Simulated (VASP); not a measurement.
Here is a VASP 6.6.1 calculation.

File INCAR:

```
PREC = Accurate
ENCUT = 600
EDIFF = 1E-6
ISMEAR = 0
SIGMA = 0.02
LREAL = False
LASPH = True
NELM = 80
ALGO = Normal
ISIF = 3
LWAVE = False
LCHARG = False
GGA = PE
IBRION = 2
NSW = 100
EDIFFG = -0.005
```

The input KPOINTS:

```
Automatic mesh
0
Gamma
  6 6 6
```

File POSCAR:

```
Li3HS
1.0
    3.8518900000      0.0000000000      0.0000000000
    0.0000000000      3.8518900000      0.0000000000
    0.0000000000      0.0000000000      3.8518900000
S H Li
1 1 3
Direct
    0.5000000000      0.5000000000      0.5000000000
    0.0000000000      0.0000000000      0.0000000000
    0.5000000000      0.0000000000      0.0000000000
    0.0000000000      0.5000000000      0.0000000000
    0.0000000000      0.0000000000      0.5000000000
```

Potentials or basis: VASP PAW PBE potentials, release 64 (S, H, Li_sv).

Launch:

```sh
$ cat potpaw_PBE.64/S/POTCAR potpaw_PBE.64/H/POTCAR potpaw_PBE.64/Li_sv/POTCAR > POTCAR
$ mpirun -np 1 vasp_std > vasp.out
```

(1) What does it give for the space group after relaxing (to 0.05 Å)?

(2) Predict the relaxed cell.

## Answers

(1) Pm-3m (No. 221).

(2) a = 3.794 Å, b = 3.794 Å, c = 3.794 Å, α = 90.00°, β = 90.00°, γ = 90.00°.
